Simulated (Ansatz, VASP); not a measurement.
# LiH in VASP and in Ansatz

POSCAR

```
LiH
1.0
    3.2558279722      0.0000000000      0.0000000000
   -1.6279139861      2.8196297343      0.0000000000
    0.0000000000      0.0000000000      4.0684430029
Li H
2 2
Direct
    0.3333333333      0.6666666667     -0.0625093485
    0.6666666667      0.3333333333      0.4374906515
    0.3333333333      0.6666666667      0.4375093485
    0.6666666667      0.3333333333      0.9375093485
```

INCAR.step1

```
SYSTEM = LiH
  PREC = Accurate
  ENCUT = 520
  EDIFF = 1E-5
  ISMEAR = 0
  SIGMA = 0.01
  LREAL = .FALSE.
  LASPH = .TRUE.
  NELM = 60
  ALGO = Normal
  ISIF = 2
  LWAVE = .TRUE.
  NBANDS = 12
  GGA = PE
```

File INCAR.step2:

```
SYSTEM = LiH
  PREC = Accurate
  ENCUT = 520
  EDIFF = 1E-6
  ISMEAR = 0
  SIGMA = 0.01
  LREAL = .FALSE.
  LASPH = .TRUE.
  NELM = 60
  ALGO = Normal
  ISIF = 2
  LWAVE = .FALSE.
  LCHARG = .TRUE.
  GGA = PE
  LHFCALC = .TRUE.
  HFSCREEN = 0.2079
  PRECFOCK = Normal
  LELF = .TRUE.
  LVHAR = .TRUE.
  NBANDS = 12
  ISTART = 1
```

Contents of KPOINTS:

```
regular mesh
0
G
  6 6 4
  0 0 0
```

Input for Ansatz:

```yaml
crystal:
  lattice:
    - [3.2558279722, 0.0, 0.0]
    - [-1.6279139861, 2.8196297343, 0.0]
    - [0.0, 0.0, 4.0684430029]
  atoms:
    - { symbol: Li, position: [0.3333333333, 0.6666666667, -0.0625093485] }
    - { symbol: Li, position: [0.6666666667, 0.3333333333, 0.4374906515] }
    - { symbol: H, position: [0.3333333333, 0.6666666667, 0.4375093485] }
    - { symbol: H, position: [0.6666666667, 0.3333333333, 0.9375093485] }
kpoints:
  mp_grid: { grid: [6, 6, 4] }
  band_path:
    path:
      - [0.0, 0.0, 0.0]
      - [0.5, 0.0, 0.0]
      - [0.3333333333, 0.3333333333, 0.0]
      - [0.0, 0.0, 0.5]
      - [0.5, 0.0, 0.5]
      - [0.3333333333, 0.3333333333, 0.5]
    npoints: 1
hamiltonian:
  xc: hse06
scf:
  occupations: { method: fixed }
  n_extra_bands: 5
output:
  forces: true
  stress: true
  eigenvalues: true
  write_density: true
  write_potential: true
  elf: true
  volumetric_format: npy
```

Alike in both runs: task single point; functional HSE06; k mesh 6 × 6 × 4; no spin polarisation.

|  | VASP | Ansatz |
| --- | --- | --- |
| version | VASP 6.6.1 | Ansatz 0.2.0 |
| potentials or method | VASP PAW PBE potentials, release 64 (Li_sv, H) | plane waves, PAW |
| plane-wave cutoff (eV) | 520 | 420 |
| occupations | gaussian, width 0.01 eV | fixed |
| valence electrons in the cell | 8 | 8 |

```csv
,VASP,Ansatz,Ansatz less VASP
gap on the k mesh at the Fermi level (eV),2.73,2.74,+0.003
```

Ansatz's warnings: stress exchange threshold loose, stress scf threshold loose, structure snapped to symmetry.

Noted on VASP's run: the cutoff is short for stress, so the pressure is rough.
